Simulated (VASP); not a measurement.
# Rh (P-1) in VASP: single point with PBEsol

Aim: the single point of Rh with PBEsol.

Everything below comes from runs of VASP 6.6.1. Logs are shortened: lines on timing, memory, paths and dates and some standing lists are left out, and cuts for length are marked.

### 1 The cell of the first run

The typed cell holds 2 atoms: a = 2.731 Å, b = 2.731 Å, c = 4.428 Å, α = 90.00°, β = 90.00°, γ = 120.00°.

### 2 Single point, PBEsol (atom 1 (Rh) moved by (-0.200, -0.100) A along [1 1 0] and z)

File INCAR:

```
SYSTEM = Rh
PREC = Accurate
ENCUT = 520
EDIFF = 1E-6
ISMEAR = 0
SIGMA = 0.15
LREAL = .False.
LASPH = .True.
NELM = 80
ALGO = Fast
ISIF = 2
LWAVE = .False.
LCHARG = .False.
GGA = PS
NBANDS = 22
```

File KPOINTS:

```
Automatic mesh
0
Gamma
  18 18 12
  0 0 0
```

File POSCAR:

```
Rh
1.0
    2.7309790422      0.0000000000      0.0000000000
   -1.3654895211      2.3650972278      0.0000000000
    0.0000000000      0.0000000000      4.4284890000
Rh
2
Direct
    0.5849849654      0.2735381779      0.7274189345
    0.3333333333      0.6666666667      0.2500000000
```

Potentials or basis: VASP PAW PBE potentials, release 64 (Rh_pv).

On the command line:

```
$ cat potpaw_PBE.64/Rh_pv/POTCAR > POTCAR
$ mpirun -np 1 vasp_std > vasp.out
```

OUTCAR:

```text
SYSTEM = Rh
   PREC = Accurate
   ENCUT = 520
   EDIFF = 1E-6
   ISMEAR = 0
   LREAL = .False.
   LASPH = .True.
   NELM = 80
   ISIF = 2
   GGA = PS

 ion  position               nearest neighbor table
   1  0.585  0.274  0.727-   2 2.56   2 2.61   2 2.73   2 2.76   2 2.78   2 2.91
   2  0.333  0.667  0.250-   1 2.56   1 2.61   1 2.73   1 2.76   1 2.78   1 2.91

  LATTYP: Found a hexagonal cell.
 ALAT       =     2.7309790422
 C/A-ratio  =     1.6215756077

  Lattice vectors:

 A1 = (   2.7309790422,   0.0000000000,   0.0000000000)
 A2 = (  -1.3654895211,   2.3650972278,   0.0000000000)
 A3 = (   0.0000000000,   0.0000000000,   4.4284890000)

Analysis of symmetry for initial positions (statically):
=====================================================================
 Subroutine PRICEL returns:
 Original cell was already a primitive cell.

 Routine SETGRP: Setting up the symmetry group for a
 hexagonal supercell.

 Subroutine GETGRP returns: Found  2 space group operations
 (whereof  1 operations were pure point group operations)
 out of a pool of 24 trial point group operations.

The static configuration has the point symmetry C_1 .
 The point group associated with its full space group is S_2 .

Analysis of symmetry for dynamics (positions and initial velocities):
=====================================================================
 Subroutine PRICEL returns:
 Original cell was already a primitive cell.

 Routine SETGRP: Setting up the symmetry group for a
 hexagonal supercell.

 Subroutine GETGRP returns: Found  2 space group operations
 (whereof  1 operations were pure point group operations)
 out of a pool of 24 trial point group operations.

The dynamic configuration has the point symmetry C_1 .
 The point group associated with its full space group is S_2 .

 Subroutine INISYM returns: Found  2 space group operations
 (whereof  1 operations are pure point group operations),
 and found     1 'primitive' translations

----------------------------------------------------------------------------------------

                                     Primitive cell

  volume of cell :      28.6037

  direct lattice vectors                    reciprocal lattice vectors
     2.730979042  0.000000000  0.000000000     0.366169049  0.211407799  0.000000000
    -1.365489521  2.365097228  0.000000000     0.000000000  0.422815599  0.000000000
     0.000000000  0.000000000  4.428489000     0.000000000  0.000000000  0.225810655
[... 76 lines left out ...]
   ISTART =      0    job   : 0-new  1-cont  2-samecut
   ICHARG =      2    charge: 1-file 2-atom 10-const
   ISPIN  =      1    spin polarized calculation?
   LNONCOLLINEAR =      F non collinear calculations
   LSORBIT =      F    spin-orbit coupling
   LASPH  =      T    aspherical Exc in radial PAW
   ENCUT  =  520.0 eV  38.22 Ry    6.18 a.u.   5.08  5.08  8.23*2*pi/ulx,y,z
   NELM   =     80;   NELMIN=  2; NELMDL= -5     # of ELM steps
   EDIFF  = 0.1E-05   stopping-criterion for ELM
   LREAL  =      F    real-space projection
   EDIFFG = 0.1E-04   stopping-criterion for IOM
   NSW    =      0    number of steps for IOM
   IBRION =     -1    ionic relax: 0-MD 1-quasi-New 2-CG
   NFREE  =      0    steps in history (QN), initial steepest desc. (CG)
   ISIF   =      2    stress and relaxation
   ISYM   =      2    0-nonsym 1-usesym 2-fastsym
   POTIM  = 0.5000    time-step for ionic-motion
   TEBEG  =    0.0;   TEEND  =   0.0 temperature during run
   PSTRESS=    0.0 pullay stress
   NELECT =      30.0000    total number of electrons
   NUPDOWN=      -1.0000    fix difference up-down
   EMIN   =  10.00;   EMAX   =-10.00  energy-range for DOS
   EFERMI =   0.00;   METHOD = LEGACY
   ISMEAR =     0;   SIGMA  =   0.15  broadening in eV -4-tet -1-fermi 0-gaus
   EFERMI_NEDOS =   21; number of points for ismear=-14 and -15
   IALGO  =     68    algorithm
   IMIX   =      4    mixing-type and parameters
     AMIX     =   0.40;   BMIX     =  1.00
     AMIX_MAG =   1.60;   BMIX_MAG =  1.00
  volume/ion in A,a.u.               =      14.30        96.51
  Fermi-wavevector in a.u.,A,eV,Ry     =   1.663314  3.143208 37.642066  2.766614
  Thomas-Fermi vector in A             =   2.750053
   LORBIT       =      0    0 simple, 1 ext, 2 COOP (PROOUT), +10 PAW based schemes
   GGA     = PS    functional components
   LHFCALC =     F    Hartree Fock is set to
   AEXX    =    0.0000 exact exchange contribution
   IVDW    =     0    specifies the selected vdW correction
   LEPSILON=     F    determine dielectric tensor
   LRPA    =     F    only Hartree local field effects (RPA)
 non-spin polarized calculation
 RMM-DIIS sequential band-by-band and
 Gauss-broadening in eV      SIGMA  =   0.15
  energy-cutoff  :      520.00
  volume of cell :       28.60
 maximum number of plane-waves:       785
   NGX = 11   NGY = 11   NGZ = 17

 number of electron      30.0000006 magnetization

 Free energy of the ion-electron system (eV)
  ---------------------------------------------------
  ext. energy  EPLUGINS =         0.00000000
  ---------------------------------------------------
  free energy    TOTEN  =       -16.03205275 eV

  energy without entropy =      -15.99084473  energy(sigma->0) =      -16.01144874

 E-fermi :  11.1248     XC(G=0): -13.9549

 val. band max:       11.1245759812   @ k =  -0.1111   0.1667   0.5000
 cond. band min:      11.1256241359   @ k =   0.5000   0.1111  -0.4167
 fundamental gap:      0.0010481547
 Fermi energy:        11.1247668927

 k-point     1 :       0.0000    0.0000    0.0000
  band No.  band energies     occupation
      1     -35.9039      2.00000
      2     -35.3485      2.00000
      3     -35.2273      2.00000
      4     -35.2020      2.00000
      5     -35.2005      2.00000
      6     -35.1826      2.00000
[... 589 lines left out ...]
     21      24.3624      0.00000
     22      24.6137      0.00000

 [... further k-points ...]
[... 5 lines left out ...]
  --------------------------------------------------------------------------------------
  -------------------------------------------------------------------------------------
  Total       -2.3294646     -1.8679447     -1.7733102     -0.1559764      0.3295699      0.2619290
  in kB     -130.4799457   -104.6289027    -99.3281526     -8.7366823     18.4601473     14.6713896
  external PRESSURE =    -111.4790003 kB  Pullay stress =       0.0000000 kB

 VOLUME and BASIS-vectors are now :
 -----------------------------------------------------------------------------
  energy-cutoff  :      520.00
  volume of cell :       28.60
      direct lattice vectors                 reciprocal lattice vectors
     2.730979042  0.000000000  0.000000000     0.366169049  0.211407799  0.000000000
    -1.365489521  2.365097228  0.000000000     0.000000000  0.422815599  0.000000000
     0.000000000  0.000000000  4.428489000     0.000000000  0.000000000  0.225810655

 POSITION                                       TOTAL-FORCE (eV/Angst)
 -----------------------------------------------------------------------------------
      1.22407      0.64694      3.22137         0.437659      0.511374      0.930758
     -0.00000      1.57673      1.10712        -0.437659     -0.511374     -0.930758
 -----------------------------------------------------------------------------------
    total drift:                               -0.000012     -0.000000      0.000010

  FREE ENERGIE OF THE ION-ELECTRON SYSTEM (eV)
  ---------------------------------------------------
  free  energy   TOTEN  =       -16.0320527493 eV

  energy  without entropy=      -15.9908447285  energy(sigma->0) =      -16.01144874
```

OSZICAR:

```text
N       E                     dE             d eps       ncg     rms          rms(c)
DAV:   1     0.325614233291E+03    0.32561E+03   -0.19045E+04 85936   0.158E+03
DAV:   2    -0.101481571207E+02   -0.33576E+03   -0.32401E+03 89030   0.472E+02
DAV:   3    -0.172199863706E+02   -0.70718E+01   -0.70308E+01 99974   0.774E+01
DAV:   4    -0.172666881352E+02   -0.46702E-01   -0.46697E-01 95964   0.635E+00
DAV:   5    -0.172674188874E+02   -0.73075E-03   -0.73075E-03101372   0.825E-01    0.146E+01
RMM:   6    -0.160707581754E+02    0.11967E+01   -0.28093E+00 87962   0.140E+01    0.456E+00
RMM:   7    -0.160399788503E+02    0.30779E-01   -0.11976E-01 90917   0.267E+00    0.204E+00
RMM:   8    -0.160328180267E+02    0.71608E-02   -0.21739E-02 94551   0.147E+00    0.283E-01
RMM:   9    -0.160320195510E+02    0.79848E-03   -0.32543E-03100389   0.521E-01    0.519E-02
RMM:  10    -0.160320497471E+02   -0.30196E-04   -0.24883E-04103799   0.177E-01    0.132E-02
RMM:  11    -0.160320523339E+02   -0.25869E-05   -0.44874E-05108112   0.741E-02    0.305E-03
RMM:  12    -0.160320530895E+02   -0.75561E-06   -0.10490E-05102181   0.343E-02    0.260E-03
RMM:  13    -0.160320527493E+02    0.34018E-06   -0.26609E-06 73386   0.184E-02
   1 F= -.16032053E+02 E0= -.16011449E+02  d E =-.412080E-01
```

stdout:

```text
POSCAR found type information on POSCAR Rh
 POSCAR found :  1 types and       2 ions
 scaLAPACK will be used
 -----------------------------------------------------------------------------
|                                                                             |
|                                                                             |
|     You enforced a specific xc type in the INCAR file but a different       |
|     I HOPE YOU KNOW WHAT YOU ARE DOING!                                     |
|                                                                             |
 -----------------------------------------------------------------------------

 LDA part: xc-table for (Slater+PW92), standard interpolation
 POSCAR, INCAR and KPOINTS ok, starting setup
 FFT: planning ... GRIDC
 FFT: planning ... GRID_SOFT
 FFT: planning ... GRID
 WAVECAR not read
 entering main loop
WARNING in EDDRMM: call to ZHEGV failed, returncode =   6  3     22
```

Run time: 25 min. Hardware: 1 thread of Intel Xeon 8259CL, shared host; peak memory 0.93 GiB.

Results:

| Item | Value |
| --- | --- |
| Free energy | -16.0321 eV |
| Pressure | -11.1 GPa |
| Largest force | 1.149 eV/Å |
| Band gap on the k mesh | zero (bands 15 and 16 overlap by 2.20 eV) |

Forces in eV/Å, atoms in the order of the input:
```
Rh   0.438  0.511  0.931
Rh  -0.438 -0.511 -0.931
```

Caveat: the cell differs from its parent crystal (atom 1 (Rh) moved by (-0.200, -0.100) A along [1 1 0] and z); the cell stands under tension; the PAW data sets were made with another functional, which shifts forces and pressure a little.
